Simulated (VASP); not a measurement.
A run of VASP 6.6.1 is set up as follows.

INCAR

```
SYSTEM = Be
  PREC = Accurate
  ENCUT = 520
  EDIFF = 1E-7
  ISMEAR = -1
  SIGMA = 0.03
  LREAL = .False.
  LASPH = .True.
  NELM = 100
  ALGO = Normal
  ISIF = 2
  LWAVE = .False.
  LCHARG = .False.
  GGA = PE
  NBANDS = 7
```

KPOINTS

```
Automatic mesh
0
Gamma
  23 23 23
  0 0 0
```

Contents of POSCAR:

```
Be
1.0
   -1.2361848083      1.2361848083      1.2361848083
    1.2361848083     -1.2361848083      1.2361848083
    1.2361848083      1.2361848083     -1.2361848083
Be
1
Direct
    0.0000000000      0.0000000000      0.0000000000
```

Potentials or basis: VASP PAW PBE potentials, release 64 (Be).

The run is started by

```console
$ cat potpaw_PBE.64/Be/POTCAR > POTCAR
$ mpirun -np 1 vasp_std > vasp.out
```

Q: What does it give for the pressure?

A: 4.6 GPa.

Q: Predict the band gap on the k mesh.

A: Zero (band 1 reaches 11.94 eV, above the bottom of band 2 at 6.92 eV).
